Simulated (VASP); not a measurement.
# InP (Fm-3m) in VASP: further runs

The runs below take InP through single point, with PBE, r2SCAN.

Everything below comes from runs of VASP 6.6.1. Logs are shortened: lines on timing, memory, paths and dates and some standing lists are left out, and cuts for length are marked.

## (1) The cell of the first run

It takes space group Fm-3m (No. 225, cubic). The conventional cell has a = 5.538 Å, b = 5.538 Å, c = 5.538 Å, α = 90.00°, β = 90.00°, γ = 90.00°. Within 3.6 Å of In (site symmetry m-3m) lie 6 P at 2.77 Å. Within 3.6 Å of P (site symmetry m-3m) lie 6 In at 2.77 Å.

## (2) Single point, PBE

INCAR reads:

```
  PREC = Accurate
  ENCUT = 520
  EDIFF = 1E-6
  ISMEAR = 0
  SIGMA = 0.05
  LREAL = False
  LASPH = True
  NELM = 80
  ALGO = Normal
  ISIF = 2
  LWAVE = False
  LCHARG = False
  GGA = PE
  NBANDS = 16
```

KPOINTS reads:

```
regular mesh
0
Gamma
  6 6 6
```

POSCAR reads:

```
InP
1.0
    0.0000000000      2.7688340000      2.7688340000
    2.7688340000      0.0000000000      2.7688340000
    2.7688340000      2.7688340000      0.0000000000
In P
1 1
Direct
    0.0000000000      0.0000000000      0.0000000000
    0.5000000000      0.5000000000      0.5000000000
```

Potentials or basis: VASP PAW PBE potentials, release 64 (In_d, P).

The run is started by

```bash
$ cat potpaw_PBE.64/In_d/POTCAR potpaw_PBE.64/P/POTCAR > POTCAR
$ mpirun -np 1 vasp_std > vasp.out
```

OUTCAR:

```text
PREC = Accurate
   ENCUT = 520
   EDIFF = 1E-6
   ISMEAR = 0
   LREAL = False
   LASPH = True
   NELM = 80
   ISIF = 2
   GGA = PE

 ion  position               nearest neighbor table
   1  0.000  0.000  0.000-   2 2.77   2 2.77   2 2.77   2 2.77   2 2.77   2 2.77
   2  0.500  0.500  0.500-   1 2.77   1 2.77   1 2.77   1 2.77   1 2.77   1 2.77

  LATTYP: Found a face centered cubic cell.
 ALAT       =     5.5376680000

  Lattice vectors:

 A1 = (   0.0000000000,   2.7688340000,   2.7688340000)
 A2 = (   2.7688340000,   0.0000000000,   2.7688340000)
 A3 = (   2.7688340000,   2.7688340000,   0.0000000000)

Analysis of symmetry for initial positions (statically):
=====================================================================
 Subroutine PRICEL returns:
 Original cell was already a primitive cell.

 Routine SETGRP: Setting up the symmetry group for a
 face centered cubic supercell.

 Subroutine GETGRP returns: Found 48 space group operations
 (whereof 48 operations were pure point group operations)
 out of a pool of 48 trial point group operations.

The static configuration has the point symmetry O_h .

Analysis of symmetry for dynamics (positions and initial velocities):
=====================================================================
 Subroutine PRICEL returns:
 Original cell was already a primitive cell.

 Routine SETGRP: Setting up the symmetry group for a
 face centered cubic supercell.

 Subroutine GETGRP returns: Found 48 space group operations
 (whereof 48 operations were pure point group operations)
 out of a pool of 48 trial point group operations.

The dynamic configuration has the point symmetry O_h .

 Subroutine INISYM returns: Found 48 space group operations
 (whereof 48 operations are pure point group operations),
 and found     1 'primitive' translations

----------------------------------------------------------------------------------------

                                     Primitive cell

  volume of cell :      42.4542

  direct lattice vectors                    reciprocal lattice vectors
     0.000000000  2.768834000  2.768834000    -0.180581429  0.180581429  0.180581429
     2.768834000  0.000000000  2.768834000     0.180581429 -0.180581429  0.180581429
     2.768834000  2.768834000  0.000000000     0.180581429  0.180581429 -0.180581429

  length of vectors
     3.915722595  3.915722595  3.915722595     0.312776210  0.312776210  0.312776210

  position of ions in fractional coordinates (direct lattice)
     0.000000000  0.000000000  0.000000000
     0.500000000  0.500000000  0.500000000

  ion indices of the primitive-cell ions
   primitive index   ion index
                 1           1
                 2           2

----------------------------------------------------------------------------------------

 KPOINTS: regular mesh

Automatic generation of k-mesh.
 Grid dimensions read from file:
 generate k-points for:    6    6    6

 Generating k-lattice:

  Cartesian coordinates                     Fractional coordinates (reciprocal lattice)
    -0.030096905  0.030096905  0.030096905     0.166666667  0.000000000  0.000000000
     0.030096905 -0.030096905  0.030096905     0.000000000  0.166666667  0.000000000
     0.030096905  0.030096905 -0.030096905     0.000000000  0.000000000  0.166666667

  Length of vectors
     0.052129368  0.052129368  0.052129368

  Shift w.r.t. Gamma in fractional coordinates (k-lattice)
     0.000000000  0.000000000  0.000000000

 Subroutine IBZKPT returns following result:
 ===========================================

 Found     16 irreducible k-points:

 Following reciprocal coordinates:
            Coordinates               Weight
  0.000000  0.000000  0.000000      1.000000
  0.166667  0.000000  0.000000      8.000000
  0.333333  0.000000  0.000000      8.000000
  0.500000  0.000000  0.000000      4.000000
  0.166667  0.166667  0.000000      6.000000
  0.333333  0.166667  0.000000     24.000000
[... 8 lines left out ...]
 -0.333333  0.333333  0.166667     24.000000
 -0.333333  0.500000  0.166667     12.000000
   k-points           NKPTS =     16   k-points in BZ     NKDIM =     16   number of bands    NBANDS=     16
   number of dos      NEDOS =    301   number of ions     NIONS =      2
   total plane-waves  NPLWV =  27000
   dimension x,y,z NGX =    30 NGY =   30 NGZ =   30
   dimension x,y,z NGXF=    60 NGYF=   60 NGZF=   60
   ions per type =               1   1
   NGX,Y,Z   is equivalent  to a cutoff of  12.74, 12.74, 12.74 a.u.
   NGXF,Y,Z  is equivalent  to a cutoff of  25.47, 25.47, 25.47 a.u.
 SYSTEM =  unknown system
   PREC   = accura    normal or accurate (medium, high low for compatibility)
   ISTART =      0    job   : 0-new  1-cont  2-samecut
   ICHARG =      2    charge: 1-file 2-atom 10-const
   ISPIN  =      1    spin polarized calculation?
   LNONCOLLINEAR =      F non collinear calculations
   LSORBIT =      F    spin-orbit coupling
   LASPH  =      T    aspherical Exc in radial PAW
   ENCUT  =  520.0 eV  38.22 Ry    6.18 a.u.   7.28  7.28  7.28*2*pi/ulx,y,z
   NELM   =     80;   NELMIN=  2; NELMDL= -5     # of ELM steps
   EDIFF  = 0.1E-05   stopping-criterion for ELM
   LREAL  =      F    real-space projection
   EDIFFG = 0.1E-04   stopping-criterion for IOM
   NSW    =      0    number of steps for IOM
   IBRION =     -1    ionic relax: 0-MD 1-quasi-New 2-CG
   NFREE  =      0    steps in history (QN), initial steepest desc. (CG)
   ISIF   =      2    stress and relaxation
   ISYM   =      2    0-nonsym 1-usesym 2-fastsym
   POTIM  = 0.5000    time-step for ionic-motion
   TEBEG  =    0.0;   TEEND  =   0.0 temperature during run
   PSTRESS=    0.0 pullay stress
   NELECT =      18.0000    total number of electrons
   NUPDOWN=      -1.0000    fix difference up-down
   EMIN   =  10.00;   EMAX   =-10.00  energy-range for DOS
   EFERMI =   0.00;   METHOD = LEGACY
   ISMEAR =     0;   SIGMA  =   0.05  broadening in eV -4-tet -1-fermi 0-gaus
   EFERMI_NEDOS =   21; number of points for ismear=-14 and -15
   IALGO  =     38    algorithm
   IMIX   =      4    mixing-type and parameters
     AMIX     =   0.40;   BMIX     =  1.00
     AMIX_MAG =   1.60;   BMIX_MAG =  1.00
  volume/ion in A,a.u.               =      21.23       143.25
  Fermi-wavevector in a.u.,A,eV,Ry     =   1.229869  2.324115 20.579860  1.512577
  Thomas-Fermi vector in A             =   2.364739
   LORBIT       =      0    0 simple, 1 ext, 2 COOP (PROOUT), +10 PAW based schemes
   GGA     = PE    functional components
   LHFCALC =     F    Hartree Fock is set to
   AEXX    =    0.0000 exact exchange contribution
   IVDW    =     0    specifies the selected vdW correction
   LEPSILON=     F    determine dielectric tensor
   LRPA    =     F    only Hartree local field effects (RPA)
 non-spin polarized calculation
 Gauss-broadening in eV      SIGMA  =   0.05
  energy-cutoff  :      520.00
  volume of cell :       42.45
 maximum number of plane-waves:      1162
 NGX is ok and might be reduce to    30
   NGX = 15   NGY = 15   NGZ = 15

 number of electron      18.0000009 magnetization

 Free energy of the ion-electron system (eV)
  ---------------------------------------------------
  ext. energy  EPLUGINS =         0.00000000
  ---------------------------------------------------
  free energy    TOTEN  =        -7.92732170 eV

  energy without entropy =       -7.92321143  energy(sigma->0) =       -7.92526656

 E-fermi :   6.9869     XC(G=0): -10.3961

 val. band max:        6.9540740638   @ k =  -0.3333   0.1667   0.0000
 cond. band min:       6.9911731150   @ k =   0.3333   0.0000   0.0000
 fundamental gap:      0.0370990511
 Fermi energy:         6.9869215003

 k-point     1 :       0.0000    0.0000    0.0000
  band No.  band energies     occupation
      1      -7.1331      2.00000
      2      -7.1331      2.00000
      3      -7.1124      2.00000
      4      -7.1124      2.00000
      5      -7.1124      2.00000
      6      -4.9898      2.00000
[... 8 lines left out ...]
     15      15.5264      0.00000
     16      15.5264      0.00000

 k-point     2 :       0.1667    0.0000    0.0000
  band No.  band energies     occupation
      1      -7.1471      2.00000
      2      -7.1471      2.00000
      3      -7.1136      2.00000
      4      -7.0936      2.00000
      5      -7.0936      2.00000
      6      -4.6482      2.00000
[... 8 lines left out ...]
     15      15.0417      0.00000
     16      15.3422      0.00000

 k-point     3 :       0.3333    0.0000    0.0000
  band No.  band energies     occupation
      1      -7.1792      2.00000
      2      -7.1792      2.00000
      3      -7.1194      2.00000
      4      -7.0514      2.00000
      5      -7.0514      2.00000
      6      -3.7137      2.00000
[... 8 lines left out ...]
     15      16.6988      0.00000
     16      16.6988      0.00000

 k-point     4 :       0.5000    0.0000    0.0000
  band No.  band energies     occupation
      1      -7.1954      2.00000
      2      -7.1954      2.00000
      3      -7.1236      2.00000
      4      -7.0298      2.00000
      5      -7.0298      2.00000
      6      -2.9296      2.00000
[... 8 lines left out ...]
     15      18.3065      0.00000
     16      18.3065      0.00000
[... 172 lines left out ...]
 k-point    14 :       0.5000    0.3333    0.1667
  band No.  band energies     occupation
      1      -7.3019      2.00000
      2      -7.1413      2.00000
      3      -7.1208      2.00000
      4      -7.0486      2.00000
      5      -7.0303      2.00000
      6      -2.8168      2.00000
[... 8 lines left out ...]
     15      19.2200      0.00000
     16      19.6766      0.00000

 k-point    15 :      -0.3333    0.3333    0.1667
  band No.  band energies     occupation
      1      -7.3223      2.00000
      2      -7.1515      2.00000
      3      -7.0907      2.00000
      4      -7.0770      2.00000
      5      -7.0135      2.00000
      6      -2.1291      2.00000
[... 8 lines left out ...]
     15      17.6348      0.00000
     16      20.1222      0.00000

 k-point    16 :      -0.3333    0.5000    0.1667
  band No.  band energies     occupation
      1      -7.3898      2.00000
      2      -7.1288      2.00000
      3      -7.1212      2.00000
      4      -7.0449      2.00000
      5      -6.9990      2.00000
      6      -1.7970      2.00000
[... 8 lines left out ...]
     15      19.2568      0.00000
     16      20.4139      0.00000

------------------------ aborting loop because EDIFF is reached ----------------------------------------

  FORCE on cell =-STRESS in cart. coord.  units (eV):
  Direction    XX          YY          ZZ          XY          YZ          ZX
  --------------------------------------------------------------------------------------
  -------------------------------------------------------------------------------------
  Total        0.0604007      0.0604007      0.0604007      0.0000000      0.0000000      0.0000000
  in kB        2.2794601      2.2794601      2.2794601      0.0000000      0.0000000      0.0000000
  external PRESSURE =       2.2794601 kB  Pullay stress =       0.0000000 kB

 VOLUME and BASIS-vectors are now :
 -----------------------------------------------------------------------------
  energy-cutoff  :      520.00
  volume of cell :       42.45
      direct lattice vectors                 reciprocal lattice vectors
     0.000000000  2.768834000  2.768834000    -0.180581429  0.180581429  0.180581429
     2.768834000  0.000000000  2.768834000     0.180581429 -0.180581429  0.180581429
     2.768834000  2.768834000  0.000000000     0.180581429  0.180581429 -0.180581429

 POSITION                                       TOTAL-FORCE (eV/Angst)
 -----------------------------------------------------------------------------------
      0.00000      0.00000      0.00000         0.000000      0.000000      0.000000
      2.76883      2.76883      2.76883        -0.000000     -0.000000     -0.000000
 -----------------------------------------------------------------------------------
    total drift:                               -0.000000      0.000000      0.000000

  FREE ENERGIE OF THE ION-ELECTRON SYSTEM (eV)
  ---------------------------------------------------
  free  energy   TOTEN  =        -7.9273216993 eV

  energy  without entropy=       -7.9232114261  energy(sigma->0) =       -7.92526656
```

It took 6.6 s on 1 thread of Intel Xeon 6975P-C (Granite Rapids), shared host; peak memory 0.16 GiB.

What came out:

* Free energy: -7.9273 eV
* Pressure: 0.2 GPa
* Band gap on the k mesh: zero (bands 9 and 10 overlap by 2.62 eV)

Levels at points of the mesh, in eV from the Fermi level:
| k point | band 5 | band 6 | band 7 | band 8 | band 9 | band 10 | band 11 | band 12 | band 13 | band 14 |
| --- | --- | --- | --- | --- | --- | --- | --- | --- | --- | --- |
| (0.00, 0.00, 0.00) | -14.10 | -11.98 | -0.26 | -0.26 | -0.26 | 0.57 | 7.15 | 7.15 | 7.15 | 8.54 |
| (0.50, 0.00, 0.00) | -14.02 | -9.92 | -6.58 | 0.17 | 0.17 | 2.54 | 3.47 | 3.47 | 5.25 | 11.15 |
| (0.50, 0.50, 0.00) | -13.99 | -8.81 | -4.90 | -2.44 | -2.30 | -2.30 | 3.90 | 9.92 | 9.92 | 10.19 |

Caveat: spin-orbit coupling is left out, which moves the levels of the heavy elements.

## (3) Single point, PBE (21.31 Å³/atom)

This run uses another cell than the first one, of 21.31 Å³/atom.

INCAR reads:

```
ALGO = Normal
EDIFF = 1E-6
ENCUT = 520
GGA = PE
ISIF = 2
ISMEAR = 0
LASPH = True
LCHARG = True
LELF = True
LREAL = False
LVHAR = True
LWAVE = False
NBANDS = 16
NELM = 80
PREC = Accurate
SIGMA = 0.05
```

KPOINTS reads:

```
k-points
0
Gamma
  6 6 6
```

POSCAR reads:

```
InP
1.0
    0.0000000000      2.7725208672      2.7725208672
    2.7725208672      0.0000000000      2.7725208672
    2.7725208672      2.7725208672      0.0000000000
In P
1 1
Direct
    0.0000000000      0.0000000000      0.0000000000
    0.5000000000      0.5000000000      0.5000000000
```

Potentials or basis: VASP PAW PBE potentials, release 64 (In_d, P).

The run is started by

```bash
$ cat potpaw_PBE.64/In_d/POTCAR potpaw_PBE.64/P/POTCAR > POTCAR
$ mpirun -np 1 vasp_std > vasp.out
```

OUTCAR:

```text
EDIFF = 1E-6
   ENCUT = 520
   GGA = PE
   ISIF = 2
   ISMEAR = 0
   LASPH = True
   LREAL = False
   NELM = 80
   PREC = Accurate

 ion  position               nearest neighbor table
   1  0.000  0.000  0.000-   2 2.77   2 2.77   2 2.77   2 2.77   2 2.77   2 2.77
   2  0.500  0.500  0.500-   1 2.77   1 2.77   1 2.77   1 2.77   1 2.77   1 2.77

  LATTYP: Found a face centered cubic cell.
 ALAT       =     5.5450417344

  Lattice vectors:

 A1 = (   0.0000000000,   2.7725208672,   2.7725208672)
 A2 = (   2.7725208672,   0.0000000000,   2.7725208672)
 A3 = (   2.7725208672,   2.7725208672,   0.0000000000)

Analysis of symmetry for initial positions (statically):
=====================================================================
 Subroutine PRICEL returns:
 Original cell was already a primitive cell.

 Routine SETGRP: Setting up the symmetry group for a
 face centered cubic supercell.

 Subroutine GETGRP returns: Found 48 space group operations
 (whereof 48 operations were pure point group operations)
 out of a pool of 48 trial point group operations.

The static configuration has the point symmetry O_h .

Analysis of symmetry for dynamics (positions and initial velocities):
[... 151 lines left out ...]
 E-fermi :   6.9390     XC(G=0): -10.3776

 val. band max:        6.9063174091   @ k =  -0.3333   0.1667   0.0000
 cond. band min:       6.9431084182   @ k =   0.3333   0.0000   0.0000
 fundamental gap:      0.0367910091
 Fermi energy:         6.9390095023

 k-point     1 :       0.0000    0.0000    0.0000
  band No.  band energies     occupation
      1      -7.1776      2.00000
      2      -7.1776      2.00000
      3      -7.1572      2.00000
      4      -7.1572      2.00000
      5      -7.1572      2.00000
      6      -5.0090      2.00000
[... 281 lines left out ...]
      3      -7.1658      2.00000
      4      -7.0905      2.00000
      5      -7.0453      2.00000
      6      -1.8417      2.00000
[... 8 lines left out ...]
     15      19.1775      0.00000
     16      20.3523      0.00000

------------------------ aborting loop because EDIFF is reached ----------------------------------------

  FORCE on cell =-STRESS in cart. coord.  units (eV):
  Direction    XX          YY          ZZ          XY          YZ          ZX
  --------------------------------------------------------------------------------------
  -------------------------------------------------------------------------------------
  Total       -0.0178229     -0.0178229     -0.0178229      0.0000000      0.0000000     -0.0000000
  in kB       -0.6699388     -0.6699388     -0.6699388      0.0000000      0.0000000     -0.0000000
  external PRESSURE =      -0.6699388 kB  Pullay stress =       0.0000000 kB

 VOLUME and BASIS-vectors are now :
 -----------------------------------------------------------------------------
  energy-cutoff  :      520.00
  volume of cell :       42.62
      direct lattice vectors                 reciprocal lattice vectors
     0.000000000  2.772520867  2.772520867    -0.180341294  0.180341294  0.180341294
     2.772520867  0.000000000  2.772520867     0.180341294 -0.180341294  0.180341294
     2.772520867  2.772520867  0.000000000     0.180341294  0.180341294 -0.180341294

 POSITION                                       TOTAL-FORCE (eV/Angst)
 -----------------------------------------------------------------------------------
      0.00000      0.00000      0.00000         0.000000     -0.000000     -0.000000
      2.77252      2.77252      2.77252        -0.000000      0.000000      0.000000
 -----------------------------------------------------------------------------------
    total drift:                               -0.000000      0.000000      0.000000

  FREE ENERGIE OF THE ION-ELECTRON SYSTEM (eV)
  ---------------------------------------------------
  free  energy   TOTEN  =        -7.9274325364 eV

  energy  without entropy=       -7.9233128943  energy(sigma->0) =       -7.92537272
```

OSZICAR:

```text
N       E                     dE             d eps       ncg     rms          rms(c)
DAV:   1     0.112361951124E+03    0.11236E+03   -0.84604E+03   512   0.131E+03
DAV:   2    -0.115000873563E+01   -0.11351E+03   -0.10911E+03   552   0.316E+02
DAV:   3    -0.802564306302E+01   -0.68756E+01   -0.67256E+01   688   0.734E+01
DAV:   4    -0.818302209819E+01   -0.15738E+00   -0.15732E+00   624   0.113E+01
DAV:   5    -0.819177673397E+01   -0.87546E-02   -0.87545E-02   808   0.238E+00    0.469E+00
DAV:   6    -0.793344775775E+01    0.25833E+00   -0.48840E-01   784   0.117E+01    0.268E+00
DAV:   7    -0.792740271973E+01    0.60450E-02   -0.57665E-02   696   0.191E+00    0.119E+00
DAV:   8    -0.792728928294E+01    0.11344E-03   -0.41659E-03   616   0.669E-01    0.105E-01
DAV:   9    -0.792739564089E+01   -0.10636E-03   -0.17208E-04   680   0.100E-01    0.747E-02
DAV:  10    -0.792742788145E+01   -0.32241E-04   -0.40356E-05   664   0.792E-02    0.166E-02
DAV:  11    -0.792743329727E+01   -0.54158E-05   -0.12656E-05   552   0.350E-02    0.592E-03
DAV:  12    -0.792743253641E+01    0.76086E-06   -0.64937E-07   472   0.820E-03
   1 F= -.79274325E+01 E0= -.79253727E+01  d E =-.411964E-02
```

Run time: 6.8 s. Hardware: 1 thread of Intel Xeon 6975P-C (Granite Rapids), shared host; peak memory 0.17 GiB.

Results:

```
Free energy            : -7.9274 eV
Pressure               : -0.1 GPa
Band gap on the k mesh : zero (bands 9 and 10 overlap by 2.61 eV)
```

Levels at points of the mesh, in eV from the Fermi level:
```csv
k point,band 5,band 6,band 7,band 8,band 9,band 10,band 11,band 12,band 13,band 14
"(0.00, 0.00, 0.00)",-14.10,-11.95,-0.25,-0.25,-0.25,0.54,7.15,7.15,7.15,8.51
"(0.50, 0.00, 0.00)",-14.01,-9.90,-6.56,0.17,0.17,2.54,3.47,3.47,5.21,11.13
"(0.50, 0.50, 0.00)",-13.98,-8.81,-4.88,-2.44,-2.28,-2.28,3.90,9.88,9.88,10.16
```

Caveat: spin-orbit coupling is left out, which moves the levels of the heavy elements.

[end of part 1 of 3]

The gap in the log of VASP goes by the Fermi energy; the results here count the filled bands.